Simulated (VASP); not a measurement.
# V (P6_3/mmc) in VASP: a series of runs, part 2 of 2

VASP 6.6.1.

### 3 Relaxation of shape and atoms at fixed volume, LDA

This run uses another cell than the first one, of 6.45 Å³/atom, 1.163 times its volume.

The input, INCAR:

```
SYSTEM = V
  PREC = Accurate
  ENCUT = 600
  EDIFF = 1E-6
  ISMEAR = -1
  SIGMA = 0.08
  LREAL = .False.
  LASPH = .True.
  NELM = 60
  ALGO = Normal
  ISIF = 4
  LWAVE = .False.
  LCHARG = .False.
  IBRION = 2
  NSW = 50
  EDIFFG = -0.005
```

The input, KPOINTS:

```
Automatic mesh
0
Gamma
  18 18 10
  0 0 0
```

The input, POSCAR:

```
V
1.0
    2.0141419109      0.0000000000      0.0000000000
   -1.0070709554      1.7442980616      0.0000000000
    0.0000000000      0.0000000000      3.6711224897
V
2
Direct
    0.3333333333      0.6666666667      0.2500000000
    0.6666666667      0.3333333333      0.7500000000
```

Potentials or basis: VASP PAW LDA potentials, release 64 (V_sv).

Started as:

```console
$ cat potpaw_LDA.64/V_sv/POTCAR > POTCAR
$ mpirun -np 1 vasp_std > vasp.out
```

OUTCAR:

```text
SYSTEM = V
   PREC = Accurate
   ENCUT = 600
   EDIFF = 1E-6
   ISMEAR = -1
   LREAL = .False.
   LASPH = .True.
   NELM = 60
   ISIF = 4
   IBRION = 2
   NSW = 50
   EDIFFG = -0.005

 ion  position               nearest neighbor table
   1  0.333  0.667  0.250-   2 2.17   2 2.17   2 2.17   2 2.17   2 2.17   2 2.17
   2  0.667  0.333  0.750-   1 2.17   1 2.17   1 2.17   1 2.17   1 2.17   1 2.17

  LATTYP: Found a hexagonal cell.
 ALAT       =     2.0141419109
 C/A-ratio  =     1.8226732038

  Lattice vectors:

 A1 = (   2.0141419109,   0.0000000000,   0.0000000000)
 A2 = (  -1.0070709554,   1.7442980616,   0.0000000000)
 A3 = (   0.0000000000,   0.0000000000,   3.6711224897)

Analysis of symmetry for initial positions (statically):
=====================================================================
 Subroutine PRICEL returns:
 Original cell was already a primitive cell.

 Routine SETGRP: Setting up the symmetry group for a
 hexagonal supercell.

 Subroutine GETGRP returns: Found 24 space group operations
 (whereof 12 operations were pure point group operations)
 out of a pool of 24 trial point group operations.

The static configuration has the point symmetry D_3d.
 The point group associated with its full space group is D_6h.

Analysis of symmetry for dynamics (positions and initial velocities):
=====================================================================
 Subroutine PRICEL returns:
 Original cell was already a primitive cell.

 Routine SETGRP: Setting up the symmetry group for a
 hexagonal supercell.

 Subroutine GETGRP returns: Found 24 space group operations
 (whereof 12 operations were pure point group operations)
 out of a pool of 24 trial point group operations.

The dynamic configuration has the point symmetry D_3d.
 The point group associated with its full space group is D_6h.

[... 124 lines left out ...]
   LHFCALC =     F    Hartree Fock is set to
   AEXX    =    0.0000 exact exchange contribution
   IVDW    =     0    specifies the selected vdW correction
   LEPSILON=     F    determine dielectric tensor
   LRPA    =     F    only Hartree local field effects (RPA)
 conjugate gradient relaxation of ions
 non-spin polarized calculation
  energy-cutoff  :      600.00
  volume of cell :       12.90
 maximum number of plane-waves:       440
   NGX =  9   NGY =  9   NGZ = 15

--------------------------------------- Ionic step        1  -------------------------------------------

 number of electron      26.0000000 magnetization

 Free energy of the ion-electron system (eV)
  ---------------------------------------------------
  ext. energy  EPLUGINS =         0.00000000
  ---------------------------------------------------
  free energy    TOTEN  =        -8.03196627 eV

  energy without entropy =       -8.00028218  energy(sigma->0) =       -8.01612422

------------------------ aborting loop because EDIFF is reached ----------------------------------------

  FORCE on cell =-STRESS in cart. coord.  units (eV):
  Direction    XX          YY          ZZ          XY          YZ          ZX
  --------------------------------------------------------------------------------------
  -------------------------------------------------------------------------------------
  Total       39.0008751     39.0008751     37.6304300      0.0000000      0.0000000      0.0000000
  in kB     4844.7937562   4844.7937558   4674.5533840      0.0000001      0.0000000      0.0000000
  external PRESSURE =    4788.0469653 kB  Pullay stress =       0.0000000 kB
[... 59 lines left out ...]
--------------------------------------- Ionic step        3  -------------------------------------------

 number of electron      25.9999997 magnetization

 Free energy of the ion-electron system (eV)
  ---------------------------------------------------
  ext. energy  EPLUGINS =         0.00000000
  ---------------------------------------------------
  free energy    TOTEN  =        -8.04081522 eV

  energy without entropy =       -8.00935869  energy(sigma->0) =       -8.02508695

 E-fermi :  23.0058     XC(G=0): -17.8091

 val. band max:       23.0025171020   @ k =   0.0556   0.0556   0.5000
 cond. band min:      23.0083420957   @ k =   0.2222   0.2222   0.1000
 fundamental gap:      0.0058249937
 Fermi energy:        23.0058440573

 k-point     1 :       0.0000    0.0000    0.0000
  band No.  band energies     occupation
      1     -42.5036      2.00000
      2     -40.6046      2.00000
      3     -18.5183      2.00000
      4     -12.3757      2.00000
      5     -11.8889      2.00000
      6     -11.8889      2.00000
[... 457 lines left out ...]
      4     -17.2624      2.00000
      5     -15.3004      2.00000
      6     -14.0981      2.00000
[... 9 lines left out ...]
     16      29.1356      0.00000
     17      29.5329      0.00000

 [... further k-points ...]

------------------------ aborting loop because EDIFF is reached ----------------------------------------

  FORCE on cell =-STRESS in cart. coord.  units (eV):
  Direction    XX          YY          ZZ          XY          YZ          ZX
  --------------------------------------------------------------------------------------
  -------------------------------------------------------------------------------------
  Total       38.3697931     38.3697931     38.3741666      0.0000000      0.0000000      0.0000000
  in kB     4766.3990546   4766.3990539   4766.9423386      0.0000003      0.0000000      0.0000000
  external PRESSURE =    4766.5801490 kB  Pullay stress =       0.0000000 kB
[... 17 lines left out ...]
  FREE ENERGIE OF THE ION-ELECTRON SYSTEM (eV)
  ---------------------------------------------------
  free  energy   TOTEN  =        -8.0408152154 eV

  energy  without entropy=       -8.0093586858  energy(sigma->0) =       -8.02508695

 reached required accuracy - stopping structural energy minimisation
```

OSZICAR:

```text
N       E                     dE             d eps       ncg     rms          rms(c)
DAV:   1     0.330230531606E+03    0.33023E+03   -0.17423E+04  7628   0.224E+03
DAV:   2     0.128798699850E+01   -0.32894E+03   -0.32524E+03  7670   0.622E+02
DAV:   3    -0.825917755730E+01   -0.95472E+01   -0.93783E+01  8923   0.126E+02
[... 22 lines left out ...]
DAV:   3    -0.804082149036E+01    0.10341E-01   -0.23029E-02  8917   0.186E+00    0.184E-01
DAV:   4    -0.804083243230E+01   -0.10942E-04   -0.13607E-03  7711   0.595E-01    0.366E-02
DAV:   5    -0.804082002261E+01    0.12410E-04   -0.24548E-05 10138   0.674E-02    0.200E-02
DAV:   6    -0.804081524279E+01    0.47798E-05   -0.50196E-06  8785   0.450E-02    0.397E-03
DAV:   7    -0.804081521535E+01    0.27439E-07   -0.13032E-07  3894   0.672E-03
   3 F= -.80408152E+01 E0= -.80250870E+01  d E =-.884895E-02
```

CONTCAR:

```text
V
   1.00000000000000
     2.0272198667367478    0.0000000000317993    0.0000000000000000
    -1.0136099332905106    1.7556239034947936    0.0000000000000000
     0.0000000000000000    0.0000000000000000    3.6239091455614787
  V
     2
Direct
     0.3333333332999970    0.6666666667000030    0.2500000000000000
     0.6666666667000030    0.3333333332999970    0.7500000000000000

  0.00000000E+00  0.00000000E+00  0.00000000E+00
  0.00000000E+00  0.00000000E+00  0.00000000E+00
```

It took 66 s on 1 thread of Intel Xeon Platinum 8259CL at 2.50GHz (Skylake/Cascade Lake), shared host; peak memory 0.16 GiB.

What came out:

| Property | Result |
| --- | --- |
| Free energy | -8.0408 eV |
| Energy gained by relaxing | 4.4 meV/atom |
| Ionic steps | 3 |
| Pressure after relaxing | 476.7 GPa |
| Band gap on the k mesh | zero (band 13 reaches 25.80 eV, above the bottom of band 14 at 21.33 eV) |

The path:
| step | energy change (eV) | largest force (eV/Å) | pressure (GPa) | volume (Å³) |
| --- | --- | --- | --- | --- |
| 1 | 0.0000 | 0.0000 | 478.80 | 12.90 |
| 2 | -0.0045 | 0.0000 | 475.51 | 12.90 |
| 3 | -0.0088 | 0.0000 | 476.66 | 12.90 |

Final structure:
```xyz
2
Lattice="2.0272 0.0000 0.0000 -1.0136 1.7556 0.0000 0.0000 0.0000 3.6239" Properties=species:S:1:pos:R:3 pbc="T T T"
V     0.0000    1.1704    0.9060
V     1.0136    0.5852    2.7179
```

### 4 Relaxation of shape and atoms at fixed volume, LDA

This run uses another cell than the first one, of 7.48 Å³/atom, 1.349 times its volume.

The input, INCAR:

```
  PREC = Accurate
  ENCUT = 600
  EDIFF = 1E-6
  ISMEAR = -1
  SIGMA = 0.08
  LREAL = False
  LASPH = True
  NELM = 100
  ALGO = Normal
  ISIF = 4
  LWAVE = False
  LCHARG = False
  IBRION = 2
  NSW = 50
  EDIFFG = -0.005
```

The input, KPOINTS:

```
regular mesh
0
Gamma
  18 18 10
```

The input, POSCAR:

```
V
1.0
    2.1162943033      0.0000000000      0.0000000000
   -1.0581471516      1.8327646285      0.0000000000
    0.0000000000      0.0000000000      3.8573129180
V
2
Direct
    0.3333333333      0.6666666667      0.2500000000
    0.6666666667      0.3333333333      0.7500000000
```

Potentials or basis: VASP PAW LDA potentials, release 64 (V_sv).

Started as:

```console
$ cat potpaw_LDA.64/V_sv/POTCAR > POTCAR
$ mpirun -np 1 vasp_std > vasp.out
```

OUTCAR:

```text
PREC = Accurate
   ENCUT = 600
   EDIFF = 1E-6
   ISMEAR = -1
   LREAL = False
   LASPH = True
   NELM = 100
   ISIF = 4
   IBRION = 2
   NSW = 50
   EDIFFG = -0.005

 ion  position               nearest neighbor table
   1  0.333  0.667  0.250-   2 2.28   2 2.28   2 2.28   2 2.28   2 2.28   2 2.28
   2  0.667  0.333  0.750-   1 2.28   1 2.28   1 2.28   1 2.28   1 2.28   1 2.28

  LATTYP: Found a hexagonal cell.
 ALAT       =     2.1162943033
 C/A-ratio  =     1.8226732038

  Lattice vectors:

 A1 = (   2.1162943033,   0.0000000000,   0.0000000000)
 A2 = (  -1.0581471516,   1.8327646285,   0.0000000000)
 A3 = (   0.0000000000,   0.0000000000,   3.8573129180)

Analysis of symmetry for initial positions (statically):
=====================================================================
 Subroutine PRICEL returns:
[... 255 lines left out ...]

 E-fermi :  19.7128     XC(G=0): -16.7846

 val. band max:       19.7105114732   @ k =   0.1667   0.0556   0.3000
 cond. band min:      19.7187296222   @ k =   0.3333   0.0556   0.1000
 fundamental gap:      0.0082181490
 Fermi energy:        19.7128280354

 k-point     1 :       0.0000    0.0000    0.0000
  band No.  band energies     occupation
      1     -44.6667      2.00000
      2     -43.5697      2.00000
      3     -20.2255      2.00000
      4     -16.1647      2.00000
      5     -15.5407      2.00000
      6     -15.5407      2.00000
[... 457 lines left out ...]
      4     -19.6545      2.00000
      5     -17.9469      2.00000
      6     -17.1356      2.00000
[... 9 lines left out ...]
     16      24.9002      0.00000
     17      25.3519      0.00000

 [... further k-points ...]

------------------------ aborting loop because EDIFF is reached ----------------------------------------

  FORCE on cell =-STRESS in cart. coord.  units (eV):
  Direction    XX          YY          ZZ          XY          YZ          ZX
  --------------------------------------------------------------------------------------
  -------------------------------------------------------------------------------------
  Total       27.1007165     27.1007165     27.1022069      0.0000000      0.0000000      0.0000000
  in kB     2902.1758687   2902.1758684   2902.3354698      0.0000002      0.0000000      0.0000000
  external PRESSURE =    2902.2290690 kB  Pullay stress =       0.0000000 kB
[... 17 lines left out ...]
  FREE ENERGIE OF THE ION-ELECTRON SYSTEM (eV)
  ---------------------------------------------------
  free  energy   TOTEN  =       -12.8806716936 eV

  energy  without entropy=      -12.8443862841  energy(sigma->0) =      -12.86252899

 reached required accuracy - stopping structural energy minimisation
```

OSZICAR:

```text
N       E                     dE             d eps       ncg     rms          rms(c)
DAV:   1     0.339436413092E+03    0.33944E+03   -0.17646E+04  7596   0.220E+03
DAV:   2    -0.328030033431E+01   -0.34272E+03   -0.33938E+03  7661   0.621E+02
DAV:   3    -0.134657921586E+02   -0.10185E+02   -0.10011E+02  9322   0.126E+02
DAV:   4    -0.135814367565E+02   -0.11564E+00   -0.11532E+00  8564   0.135E+01
[... 19 lines left out ...]
DAV:   1    -0.128811287466E+02   -0.49225E-03   -0.15805E-02  7850   0.202E+00    0.142E-01
DAV:   2    -0.128807774065E+02    0.35134E-03   -0.63966E-04  8073   0.373E-01    0.762E-02
DAV:   3    -0.128806719050E+02    0.10550E-03   -0.24922E-04  9087   0.179E-01    0.173E-02
DAV:   4    -0.128806717901E+02    0.11484E-06   -0.13611E-05  7697   0.589E-02    0.416E-03
DAV:   5    -0.128806716936E+02    0.96477E-07   -0.22174E-07  4030   0.717E-03
   3 F= -.12880672E+02 E0= -.12862529E+02  d E =-.501815E-03
```

CONTCAR:

```text
V
   1.00000000000000
     2.1125422868996511    0.0000000000296410   -0.0000000000000000
    -1.0562711433742444    1.8295152869239186    0.0000000000000000
     0.0000000000000000    0.0000000000000000    3.8710267771343903
  V
     2
Direct
     0.3333333332999970    0.6666666667000030    0.2500000000000000
     0.6666666667000030    0.3333333332999970    0.7500000000000000

  0.00000000E+00  0.00000000E+00  0.00000000E+00
  0.00000000E+00  0.00000000E+00  0.00000000E+00
```

Wall time 96 s (1 thread of Intel Xeon Platinum 8259CL at 2.50GHz (Skylake/Cascade Lake), shared host); peak memory 0.17 GiB.

Results:

* Free energy: -12.8807 eV
* Energy gained by relaxing: 0.3 meV/atom
* Ionic steps: 3
* Pressure after relaxing: 290.2 GPa
* Band gap on the k mesh: zero (band 13 reaches 22.46 eV, above the bottom of band 14 at 18.05 eV)

Step by step:
```csv
step,energy change (eV),largest force (eV/Å),pressure (GPa),volume (Å³)
1,0.0000,0.0000,290.13,14.96
2,-0.0005,0.0000,290.25,14.96
3,-0.0005,0.0000,290.22,14.96
```

Final structure:
```cif
data_structure
_symmetry_space_group_name_H-M 'P 1'
_symmetry_Int_Tables_number 1
_cell_length_a 2.1125
_cell_length_b 2.1125
_cell_length_c 3.8710
_cell_angle_alpha 90.000
_cell_angle_beta 90.000
_cell_angle_gamma 120.000
_cell_volume 14.96
loop_
_atom_site_label
_atom_site_type_symbol
_atom_site_fract_x
_atom_site_fract_y
_atom_site_fract_z
_atom_site_occupancy
V1 V 0.33333 0.66667 0.25000 1
V2 V 0.66667 0.33333 0.75000 1
```

Levels at points of the mesh, in eV from the Fermi level:
| k point | band 9 | band 10 | band 11 | band 12 | band 13 | band 14 | band 15 | band 16 | band 17 |
| --- | --- | --- | --- | --- | --- | --- | --- | --- | --- |
| (0.00, 0.00, 0.00) | -6.79 | -5.16 | -2.23 | -0.27 | -0.27 | 0.46 | 0.46 | 2.89 | 3.14 |
| (0.50, 0.00, 0.00) | -6.73 | -6.58 | -5.03 | -1.34 | 0.23 | 0.50 | 1.66 | 5.75 | 7.17 |
| (0.00, 0.00, 0.50) | -4.40 | -4.40 | -1.90 | -1.90 | -0.18 | -0.18 | -0.18 | -0.18 | 4.70 |
| (0.50, 0.00, 0.50) | -6.72 | -6.72 | -4.82 | -4.82 | 2.62 | 2.62 | 4.22 | 4.22 | 7.31 |

### 5 Relaxation of shape and atoms at fixed volume, LDA

This run uses another cell than the first one, of 8.77 Å³/atom, 1.581 times its volume.

The input, INCAR:

```
SYSTEM = V
PREC = Accurate
ENCUT = 600
EDIFF = 1E-6
ISMEAR = -1
SIGMA = 0.08
LREAL = .FALSE.
LASPH = .TRUE.
NELM = 60
ALGO = Normal
ISIF = 4
LWAVE = .FALSE.
LCHARG = .FALSE.
GGA = CA
IBRION = 2
NSW = 50
EDIFFG = -0.005
```

The input, KPOINTS:

```
regular mesh
0
G
  18 18 10
  0 0 0
```

The input, POSCAR:

```
V
1.0
    2.2315315734      0.0000000000      0.0000000000
   -1.1157657867      1.9325630319      0.0000000000
    0.0000000000      0.0000000000      4.0673528023
V
2
Direct
    0.3333333333      0.6666666667      0.2500000000
    0.6666666667      0.3333333333      0.7500000000
```

Started as:

```console
$ cat potpaw_LDA.64/V_sv/POTCAR > POTCAR
$ mpirun -np 1 vasp_std > vasp.out
```

Run time: 97 s. Hardware: 1 thread of Intel Xeon Platinum 8259CL at 2.50GHz (Skylake/Cascade Lake), shared host; peak memory 0.18 GiB.

The run converged. Its results:

```
Free energy               : -16.3697 eV
Energy gained by relaxing : 0.3 meV/atom
Ionic steps               : 3
Pressure after relaxing   : 156.0 GPa
Band gap on the k mesh    : zero (band 13 reaches 19.06 eV, above the bottom of band 14 at 15.32 eV)
```

Step by step:
```
step  energy change (eV)  largest force (eV/Å)  pressure (GPa)  volume (Å³)
   1              0.0000                0.0000          156.04        17.54
   2             -0.0006                0.0000          156.03        17.54
   3             -0.0007                0.0000          156.03        17.54
```

Final structure:
```
V
1.0
     2.22694    0.00000    0.00000
    -1.11347    1.92858    0.00000
     0.00000    0.00000    4.08415
V
2
Direct
  0.33333 0.66667 0.25000
  0.66667 0.33333 0.75000
```

Levels at points of the mesh, in eV from the Fermi level:
```
           k point  band 9  band 10  band 11  band 12  band 13  band 14  band 15  band 16  band 17
(0.00, 0.00, 0.00)   -7.21    -4.66    -1.65     0.05     0.05     0.63     0.63     1.51     2.86
(0.50, 0.00, 0.00)   -5.42    -5.28    -4.32    -1.02     0.47     0.52     1.01     4.94     6.11
(0.00, 0.00, 0.50)   -4.81    -4.81    -1.86    -1.86     0.13     0.13     0.13     0.13     4.11
(0.50, 0.00, 0.50)   -5.57    -5.57    -3.74    -3.74     2.44     2.44     3.43     3.43     6.22
```

### 6 The runs side by side

```csv
cell,gap on the mesh (eV),pressure (GPa)
"relaxed from a = 2.014, b = 2.014, c = 3.671 Å, angles 90.0, 90.0, 120.0°, 2 atoms",none,476.7
"relaxed from a = 2.116, b = 2.116, c = 3.857 Å, angles 90.0, 90.0, 120.0°, 2 atoms",none,290.2
"relaxed from a = 2.232, b = 2.232, c = 4.067 Å, angles 90.0, 90.0, 120.0°, 2 atoms",none,156.0
```

Alike in all rows: task relaxation of shape and atoms at fixed volume; level LDA; potentials or basis VASP PAW LDA potentials, release 64 (V_sv); no spin polarisation; k mesh 18 × 18 × 10; cutoff (eV) 600; smearing fermi-dirac 0.08 eV.

Absolute energies hang on the potentials; compare differences alone.
